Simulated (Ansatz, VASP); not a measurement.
**Two plane-wave programs on Ti2C**

```
CELL_PARAMETERS angstrom
1.53898 0.88853 4.82086
-1.53898 0.88853 4.82086
0.00000 -1.77706 4.82086
ATOMIC_POSITIONS crystal
Ti 0.24521 0.24521 0.24521
Ti 0.75479 0.75479 0.75479
C 0.50000 0.50000 0.50000
```

Alike in both runs: task single point; functional r2SCAN; k mesh 12 × 12 × 12; occupations gaussian, width 0.15 eV; no spin polarisation.

|  | VASP | Ansatz |
| --- | --- | --- |
| version | VASP 6.6.1 | Ansatz 0.2.0 |
| potentials or method | VASP PAW PBE potentials, release 64 (Ti_sv, C), cutoff 520 eV | scalar-relativistic, plane waves, PAW |
| valence electrons in the cell | 28 | 28 |

|  | VASP | Ansatz | Ansatz less VASP |
| --- | --- | --- | --- |
| gap on the k mesh at the Fermi level (eV) | none | none | - |
| pressure (GPa) | 0.8 | 0.1 | -0.72 |
| traceless stress, the component that is largest in VASP (GPa) | -0.06 | -0.02 | +0.037 |
| rms of the force components (eV/Å) | 0.039 | 0.001 | -0.0376 |

VASP's potentials were made for PBE, not for r2SCAN. Atom by atom the forces differ by 0.040 eV/Å (rms over components). A gap of «none» marks a metal or a gap that the smearing closes.
